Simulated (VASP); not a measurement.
## Tc: single point with PBEsol

The system is Tc.

```xyz
2
Lattice="0.0000 2.5896 2.5896 2.5896 0.0000 2.5896 2.5896 2.5896 0.0000" Properties=species:S:1:pos:R:3 pbc="T T T"
Tc    0.0000    0.0000    0.0000
Tc    1.2948    1.2948    1.2948
```

```
Program                : VASP 6.6.1
Task                   : single point
Functional             : PBEsol
Potentials or basis    : VASP PAW PBE potentials, release 64 (Tc_pv)
Cutoff                 : 520 eV
k mesh                 : 7 × 7 × 7
Occupations            : fermi-dirac, width 0.05 eV
Spin                   : no spin polarisation
Dipole correction      : no
Further INCAR settings : ALGO = Normal; EDIFF = 1e-06; NBANDS = 20
```

```json
{
 "Pressure": "39.5 GPa",
 "Band gap on the k mesh": "zero (band 13 reaches 10.24 eV, above the bottom of band 14 at 9.35 eV)"
}
```

Levels at points of the mesh, in eV from the Fermi level:
| k point | band 11 | band 12 | band 13 | band 14 | band 15 | band 16 |
| --- | --- | --- | --- | --- | --- | --- |
| (0.00, 0.00, 0.00) | -2.71 | -2.71 | 0.64 | 0.64 | 0.64 | 4.19 |

Wall time 14 s on 1 thread of Intel Xeon 6975P-C, on a shared host, peak memory 0.16 GiB.

Caveat: the PAW data sets were made with another functional, which shifts forces and pressure a little.
